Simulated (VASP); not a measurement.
The system is SiC.

```
Si C
1.0
     0.00000    2.19343    2.19343
     2.19343    0.00000    2.19343
     2.19343    2.19343    0.00000
Si C
1 1
Direct
  0.00000 0.00000 0.00000
  0.75000 0.75000 0.75000
```

Base run:

- Program: VASP 6.6.1
- Functional: BLYP
- Potentials or basis: VASP PAW PBE potentials, release 64 (Si, C)
- Cutoff: 600 eV
- k mesh: 10 × 10 × 10
- Occupations: fermi-dirac, width 0.05 eV
- Spin: no spin polarisation

Its results: band gap on the k mesh 1.72 eV (least direct gap 4.81 eV); pressure 3.9 GPa.

Task: The run is repeated on the same cell with these changes: functional from BLYP to r2SCAN; cutoff from 600 eV to 660 eV; dispersion from none to D3(BJ). What comes out?

Result: Band gap on the k mesh 1.74 eV (least direct gap 5.03 eV); pressure -7.1 GPa.

Several settings changed at once.

Caveats: the PAW data sets were made with another functional, which shifts forces and pressure a little; the cell stands under pressure (at least some runs); the cell stands under tension (at least some runs).

A k mesh can miss the band edges.
